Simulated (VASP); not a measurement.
Wanted: the native input for a VASP 6.6.1 run.

```yaml
Task: single point
Functional: PBE
Potentials_or_basis: VASP PAW PBE potentials, release 64 (Ti_sv, O)
Cutoff: 520 eV
k_mesh: 8 × 8 × 10
Occupations: gaussian, width 0.05 eV
Spin: no spin polarisation
Dipole_correction: no
Further_INCAR_settings: ALGO = Normal; EDIFF = 1e-07; NBANDS = 33
```

The structure of TiO2 lies in POSCAR:

```
TiO2
1.0
    4.3692909904      0.0000000000      0.0000000000
    0.0000000000      4.3692909904      0.0000000000
    0.0000000000      0.0000000000      3.3471044999
Ti O
2 4
Direct
    0.0000000000      0.0000000000      0.0000000000
    0.5000000000      0.5000000000      0.5000000000
    0.3051105247      0.3051105247      0.0000000000
    0.1948894753      0.8051105247      0.5000000000
    0.6948894753      0.6948894753      0.0000000000
    0.8051105247      0.1948894753      0.5000000000
```

This cell differs from its parent crystal: ratio of the length along z to the lengths across it x 1.2, volume and fractional coordinates fixed.

These files were run (other wordings do the same):

INCAR

```
PREC = Accurate ; ENCUT = 520
EDIFF = 1E-7 ; ISMEAR = 0
SIGMA = 0.05 ; LREAL = F
LASPH = T ; NELM = 80
ALGO = Normal ; ISIF = 2
LWAVE = F ; LCHARG = F
GGA = PE ; NBANDS = 33
```

KPOINTS

```
Automatic mesh
0
Gamma
  8 8 10
```

Potentials or basis: VASP PAW PBE potentials, release 64 (Ti_sv, O).

Run with:

```sh
$ cat potpaw_PBE.64/Ti_sv/POTCAR potpaw_PBE.64/O/POTCAR > POTCAR
$ mpirun -np 1 vasp_std > vasp.out
```

Results of the run:

```yaml
Pressure: -2.3 GPa
Largest_force: 0.074 eV/Å
Band_gap_on_the_k_mesh: 1.90 eV
```

Wall time 2.8 min on 1 thread of Intel Xeon 8259CL (shared host), peak memory 0.28 GiB.
